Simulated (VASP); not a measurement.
# InSb (F-43m) in VASP: notebook

The runs below take InSb through single point, with LDA, revPBE.

Program: VASP 6.6.1. These are calculated values, not measurements. Logs are shortened: lines on timing, memory, paths and dates and some standing lists are left out, and cuts for length are marked.

## Step 1: The cell of the first run

It takes space group F-43m (No. 216, cubic). The conventional cell has a = 6.366 Å, b = 6.366 Å, c = 6.366 Å, α = 90.00°, β = 90.00°, γ = 90.00°. In (site symmetry -43m) has 4 Sb at 2.76 Å within 3.6 Å. Within 3.6 Å of Sb (site symmetry -43m) lie 4 In at 2.76 Å.

## Step 2: Single point, LDA (volume scaled by 0.96)

Input file INCAR:

```
  ALGO = Normal
  EDIFF = 1E-6
  ENCUT = 520
  ISIF = 2
  ISMEAR = 0
  LASPH = T
  LCHARG = T
  LELF = T
  LREAL = F
  LVHAR = T
  LWAVE = F
  NBANDS = 16
  NELM = 100
  PREC = Accurate
  SIGMA = 0.05
```

Input file KPOINTS:

```
k-points
0
Gamma
  6 6 6
```

Input file POSCAR:

```
InSb
1.0
    0.0000000000      3.1829138518      3.1829138518
    3.1829138518      0.0000000000      3.1829138518
    3.1829138518      3.1829138518      0.0000000000
In Sb
1 1
Direct
    0.0000000000      0.0000000000      0.0000000000
    0.7500000000      0.7500000000      0.7500000000
```

Potentials or basis: VASP PAW LDA potentials, release 64 (In_d, Sb).

Command:

```bash
$ cat potpaw_LDA.64/In_d/POTCAR potpaw_LDA.64/Sb/POTCAR > POTCAR
$ mpirun -np 1 vasp_std > vasp.out
```

OUTCAR:

```text
EDIFF = 1E-6
   ENCUT = 520
   ISIF = 2
   ISMEAR = 0
   LASPH = T
   LREAL = F
   NELM = 100
   PREC = Accurate

 ion  position               nearest neighbor table
   1  0.000  0.000  0.000-   2 2.76   2 2.76   2 2.76   2 2.76
   2  0.750  0.750  0.750-   1 2.76   1 2.76   1 2.76   1 2.76

  LATTYP: Found a face centered cubic cell.
 ALAT       =     6.3658277036

  Lattice vectors:

 A1 = (   0.0000000000,   3.1829138518,   3.1829138518)
 A2 = (   3.1829138518,   0.0000000000,   3.1829138518)
 A3 = (   3.1829138518,   3.1829138518,   0.0000000000)

Analysis of symmetry for initial positions (statically):
=====================================================================
 Subroutine PRICEL returns:
 Original cell was already a primitive cell.

 Routine SETGRP: Setting up the symmetry group for a
 face centered cubic supercell.

 Subroutine GETGRP returns: Found 24 space group operations
 (whereof 24 operations were pure point group operations)
 out of a pool of 48 trial point group operations.

The static configuration has the point symmetry T_d .

Analysis of symmetry for dynamics (positions and initial velocities):
=====================================================================
 Subroutine PRICEL returns:
 Original cell was already a primitive cell.

 Routine SETGRP: Setting up the symmetry group for a
 face centered cubic supercell.

 Subroutine GETGRP returns: Found 24 space group operations
 (whereof 24 operations were pure point group operations)
 out of a pool of 48 trial point group operations.

The dynamic configuration has the point symmetry T_d .

 Subroutine INISYM returns: Found 24 space group operations
 (whereof 24 operations are pure point group operations),
 and found     1 'primitive' translations

----------------------------------------------------------------------------------------

                                     Primitive cell

  volume of cell :      64.4918

  direct lattice vectors                    reciprocal lattice vectors
     0.000000000  3.182913852  3.182913852    -0.157088763  0.157088763  0.157088763
     3.182913852  0.000000000  3.182913852     0.157088763 -0.157088763  0.157088763
     3.182913852  3.182913852  0.000000000     0.157088763  0.157088763 -0.157088763

  length of vectors
     4.501319937  4.501319937  4.501319937     0.272085719  0.272085719  0.272085719

  position of ions in fractional coordinates (direct lattice)
     0.000000000  0.000000000  0.000000000
     0.750000000  0.750000000  0.750000000

  ion indices of the primitive-cell ions
   primitive index   ion index
                 1           1
                 2           2

----------------------------------------------------------------------------------------

 KPOINTS: k-points

Automatic generation of k-mesh.
 Grid dimensions read from file:
 generate k-points for:    6    6    6

 Generating k-lattice:

  Cartesian coordinates                     Fractional coordinates (reciprocal lattice)
    -0.026181461  0.026181461  0.026181461     0.166666667  0.000000000  0.000000000
     0.026181461 -0.026181461  0.026181461     0.000000000  0.166666667  0.000000000
     0.026181461  0.026181461 -0.026181461     0.000000000  0.000000000  0.166666667

  Length of vectors
     0.045347620  0.045347620  0.045347620

  Shift w.r.t. Gamma in fractional coordinates (k-lattice)
     0.000000000  0.000000000  0.000000000

 Subroutine IBZKPT returns following result:
 ===========================================

 Found     16 irreducible k-points:

 Following reciprocal coordinates:
            Coordinates               Weight
  0.000000  0.000000  0.000000      1.000000
  0.166667  0.000000  0.000000      8.000000
  0.333333  0.000000  0.000000      8.000000
  0.500000  0.000000  0.000000      4.000000
  0.166667  0.166667  0.000000      6.000000
  0.333333  0.166667  0.000000     24.000000
[... 8 lines left out ...]
 -0.333333  0.333333  0.166667     24.000000
 -0.333333  0.500000  0.166667     12.000000
   k-points           NKPTS =     16   k-points in BZ     NKDIM =     16   number of bands    NBANDS=     16
   number of dos      NEDOS =    301   number of ions     NIONS =      2
   total plane-waves  NPLWV =  46656
   dimension x,y,z NGX =    36 NGY =   36 NGZ =   36
   dimension x,y,z NGXF=    72 NGYF=   72 NGZF=   72
   ions per type =               1   1
   NGX,Y,Z   is equivalent  to a cutoff of  13.30, 13.30, 13.30 a.u.
   NGXF,Y,Z  is equivalent  to a cutoff of  26.59, 26.59, 26.59 a.u.
 SYSTEM =  unknown system
   PREC   = accura    normal or accurate (medium, high low for compatibility)
   ISTART =      0    job   : 0-new  1-cont  2-samecut
   ICHARG =      2    charge: 1-file 2-atom 10-const
   ISPIN  =      1    spin polarized calculation?
   LNONCOLLINEAR =      F non collinear calculations
   LSORBIT =      F    spin-orbit coupling
   LASPH  =      T    aspherical Exc in radial PAW
   ENCUT  =  520.0 eV  38.22 Ry    6.18 a.u.   8.37  8.37  8.37*2*pi/ulx,y,z
   NELM   =    100;   NELMIN=  2; NELMDL= -5     # of ELM steps
   EDIFF  = 0.1E-05   stopping-criterion for ELM
   LREAL  =      F    real-space projection
   EDIFFG = 0.1E-04   stopping-criterion for IOM
   NSW    =      0    number of steps for IOM
   IBRION =     -1    ionic relax: 0-MD 1-quasi-New 2-CG
   NFREE  =      0    steps in history (QN), initial steepest desc. (CG)
   ISIF   =      2    stress and relaxation
   ISYM   =      2    0-nonsym 1-usesym 2-fastsym
   POTIM  = 0.5000    time-step for ionic-motion
   TEBEG  =    0.0;   TEEND  =   0.0 temperature during run
   PSTRESS=    0.0 pullay stress
   NELECT =      18.0000    total number of electrons
   NUPDOWN=      -1.0000    fix difference up-down
   EMIN   =  10.00;   EMAX   =-10.00  energy-range for DOS
   EFERMI =   0.00;   METHOD = LEGACY
   ISMEAR =     0;   SIGMA  =   0.05  broadening in eV -4-tet -1-fermi 0-gaus
   EFERMI_NEDOS =   21; number of points for ismear=-14 and -15
   IALGO  =     38    algorithm
   IMIX   =      4    mixing-type and parameters
     AMIX     =   0.40;   BMIX     =  1.00
     AMIX_MAG =   1.60;   BMIX_MAG =  1.00
  volume/ion in A,a.u.               =      32.25       217.61
  Fermi-wavevector in a.u.,A,eV,Ry     =   1.069869  2.021760 15.573509  1.144621
  Thomas-Fermi vector in A             =   2.205562
   LORBIT       =      0    0 simple, 1 ext, 2 COOP (PROOUT), +10 PAW based schemes
   GGA     = CA    functional components
   LHFCALC =     F    Hartree Fock is set to
   AEXX    =    0.0000 exact exchange contribution
   IVDW    =     0    specifies the selected vdW correction
   LEPSILON=     F    determine dielectric tensor
   LRPA    =     F    only Hartree local field effects (RPA)
 non-spin polarized calculation
 Gauss-broadening in eV      SIGMA  =   0.05
  energy-cutoff  :      520.00
  volume of cell :       64.49
 maximum number of plane-waves:      1807
 NGX is ok and might be reduce to    36
   NGX = 17   NGY = 17   NGZ = 17

 number of electron      18.0000006 magnetization

 Free energy of the ion-electron system (eV)
  ---------------------------------------------------
  ext. energy  EPLUGINS =         0.00000000
  ---------------------------------------------------
  free energy    TOTEN  =        -8.17292106 eV

  energy without entropy =       -8.17255394  energy(sigma->0) =       -8.17273750

 E-fermi :   5.4960     XC(G=0):  -9.2125

 val. band max:        5.4802727722   @ k =   0.0000   0.0000   0.0000
 cond. band min:       5.9919421440   @ k =   0.5000   0.0000   0.0000
 fundamental gap:      0.5116693718
 Fermi energy:         5.4959761897

 k-point     1 :       0.0000    0.0000    0.0000
  band No.  band energies     occupation
      1      -9.2126      2.00000
      2      -9.2126      2.00000
      3      -9.2126      2.00000
      4      -9.1096      2.00000
      5      -9.1096      2.00000
      6      -5.6432      2.00000
[... 8 lines left out ...]
     15      13.8395      0.00000
     16      13.8395      0.00000

 k-point     2 :       0.1667    0.0000    0.0000
  band No.  band energies     occupation
      1      -9.2285      2.00000
      2      -9.2058      2.00000
      3      -9.2058      2.00000
      4      -9.1100      2.00000
      5      -9.1100      2.00000
      6      -5.3729      2.00000
[... 8 lines left out ...]
     15      12.7821      0.00000
     16      12.7821      0.00000

 k-point     3 :       0.3333    0.0000    0.0000
  band No.  band energies     occupation
      1      -9.2593      2.00000
      2      -9.1941      2.00000
      3      -9.1941      2.00000
      4      -9.1092      2.00000
      5      -9.1092      2.00000
      6      -4.6659      2.00000
[... 8 lines left out ...]
     15      13.2305      0.00000
     16      13.2305      0.00000

 k-point     4 :       0.5000    0.0000    0.0000
  band No.  band energies     occupation
      1      -9.2744      2.00000
      2      -9.1893      2.00000
      3      -9.1893      2.00000
      4      -9.1077      2.00000
      5      -9.1077      2.00000
      6      -4.1321      2.00000
[... 8 lines left out ...]
     15      14.7209      0.00000
     16      14.7209      0.00000
[... 172 lines left out ...]
 k-point    14 :       0.5000    0.3333    0.1667
  band No.  band energies     occupation
      1      -9.2850      2.00000
      2      -9.1809      2.00000
      3      -9.1741      2.00000
      4      -9.1206      2.00000
      5      -9.1053      2.00000
      6      -4.0848      2.00000
[... 8 lines left out ...]
     15      14.3963      0.00000
     16      15.8199      0.00000

 k-point    15 :      -0.3333    0.3333    0.1667
  band No.  band energies     occupation
      1      -9.2919      2.00000
      2      -9.1797      2.00000
      3      -9.1684      2.00000
      4      -9.1187      2.00000
      5      -9.1079      2.00000
      6      -3.6350      2.00000
[... 8 lines left out ...]
     15      15.1918      0.00000
     16      15.6258      0.00000

 k-point    16 :      -0.3333    0.5000    0.1667
  band No.  band energies     occupation
      1      -9.3025      2.00000
      2      -9.1714      2.00000
      3      -9.1609      2.00000
      4      -9.1258      2.00000
      5      -9.1045      2.00000
      6      -3.4172      2.00000
[... 8 lines left out ...]
     15      15.3630      0.00000
     16      16.0618      0.00000

------------------------ aborting loop because EDIFF is reached ----------------------------------------

  FORCE on cell =-STRESS in cart. coord.  units (eV):
  Direction    XX          YY          ZZ          XY          YZ          ZX
  --------------------------------------------------------------------------------------
  -------------------------------------------------------------------------------------
  Total        0.8898132      0.8898132      0.8898132      0.0000000      0.0000000      0.0000000
  in kB       22.1057253     22.1057253     22.1057253      0.0000000      0.0000000      0.0000000
  external PRESSURE =      22.1057253 kB  Pullay stress =       0.0000000 kB

 VOLUME and BASIS-vectors are now :
 -----------------------------------------------------------------------------
  energy-cutoff  :      520.00
  volume of cell :       64.49
      direct lattice vectors                 reciprocal lattice vectors
     0.000000000  3.182913852  3.182913852    -0.157088763  0.157088763  0.157088763
     3.182913852  0.000000000  3.182913852     0.157088763 -0.157088763  0.157088763
     3.182913852  3.182913852  0.000000000     0.157088763  0.157088763 -0.157088763

 POSITION                                       TOTAL-FORCE (eV/Angst)
 -----------------------------------------------------------------------------------
      0.00000      0.00000      0.00000        -0.000000     -0.000000     -0.000000
      4.77437      4.77437      4.77437         0.000000      0.000000      0.000000
 -----------------------------------------------------------------------------------
    total drift:                                0.000000      0.000000      0.000000

  FREE ENERGIE OF THE ION-ELECTRON SYSTEM (eV)
  ---------------------------------------------------
  free  energy   TOTEN  =        -8.1729210600 eV

  energy  without entropy=       -8.1725539428  energy(sigma->0) =       -8.17273750
```

Wall time 8.3 s (1 thread of Intel Xeon 6975P-C (Granite Rapids), shared host); peak memory 0.17 GiB.

Results:

| Item | Value |
| --- | --- |
| Free energy | -8.1729 eV |
| Pressure | 2.2 GPa |
| Band gap on the k mesh | zero (filled and empty bands touch) |

Levels at points of the mesh, in eV from the Fermi level:
```tsv
k point	band 5	band 6	band 7	band 8	band 9	band 10	band 11	band 12	band 13	band 14
(0.00, 0.00, 0.00)	-14.61	-11.14	-0.08	-0.02	-0.02	-0.02	2.88	2.88	2.88	5.57
(0.50, 0.00, 0.00)	-14.60	-9.63	-5.95	-1.12	-1.12	0.50	3.75	3.75	5.88	8.40
(0.50, 0.50, 0.00)	-14.60	-8.95	-6.23	-2.48	-2.48	1.13	1.20	8.34	8.34	8.99
```

Caveat: spin-orbit coupling is left out, which moves the levels of the heavy elements.

[end of part 1 of 2]
